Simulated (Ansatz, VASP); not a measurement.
# BaZrO3: VASP beside Ansatz

```
Ba Zr O
1.0
     4.41702    0.00000    0.00000
     0.00000    4.41702    0.00000
     0.00000    0.00000    4.13847
Ba Zr O
1 1 3
Direct
  0.00000 0.00000 0.00000
  0.50000 0.50000 0.50000
  0.50000 0.00000 0.50000
  0.50000 0.50000 0.00000
  0.00000 0.50000 0.50000
```

Alike in both runs: task single point; functional PBE; k mesh 6 × 6 × 6; occupations gaussian, width 0.02 eV; no spin polarisation.

```csv
,VASP,Ansatz
version,VASP 6.6.1,Ansatz 0.2.0
potentials or method,"VASP PAW PBE potentials, release 64 (Ba_sv, Zr_sv, O), cutoff 520 eV","scalar-relativistic, plane waves, PAW"
valence electrons in the cell,40,40
```

|  | VASP | Ansatz | Ansatz less VASP |
| --- | --- | --- | --- |
| gap on the k mesh at the Fermi level (eV) | 2.79 | 2.83 | +0.039 |
| least direct gap on the mesh (eV) | 3.05 | 3.08 | +0.023 |
| pressure (GPa) | -7.0 | -7.7 | -0.71 |
| traceless stress, the component that is largest in VASP (GPa) | 7.87 | 7.72 | -0.147 |

Neither program's run includes spin-orbit coupling.
